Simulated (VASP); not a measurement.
Runs of VASP 6.6.1 on InAs. The structure is that of space group I-4m2 (No. 119), or close to it. The cells are those of the table. 

```tsv
cell	gap on the mesh (eV)	pressure (GPa)
a = 4.762, b = 4.762, c = 3.736 Å, angles 66.9, 66.9, 46.2°, 2 atoms	none	(a)
a = 4.190, b = 4.190, c = 4.515 Å, angles 57.4, 57.4, 65.2°, 2 atoms	0.14	(b)
a = 4.249, b = 4.249, c = 4.335 Å, angles 59.3, 59.3, 61.3°, 2 atoms	-	1.2
a = 4.164, b = 4.164, c = 4.937 Å, angles 53.6, 53.6, 72.7°, 2 atoms	none	-2.7
a = 4.355, b = 4.355, c = 4.143 Å, angles 61.6, 61.6, 56.8°, 2 atoms	none	1.0
```

Alike in all rows: task single point; level PBEsol; potentials or basis VASP PAW PBE potentials, release 64 (In_d, As); no spin polarisation; k mesh 16 × 16 × 16; cutoff (eV) 520; smearing gaussian 0.15 eV.

**Question.** Estimate the missing entries.

**Answer.** (a) -0.5; (b) 0.6.

Caveats: the PAW data sets were made with another functional, which shifts forces and pressure a little; spin-orbit coupling is left out, which moves the levels of the heavy elements.

A k mesh can miss the band edges, and the runs leave out spin-orbit coupling on As, In.

A gap of «none» marks levels without a gap at the run's occupations.
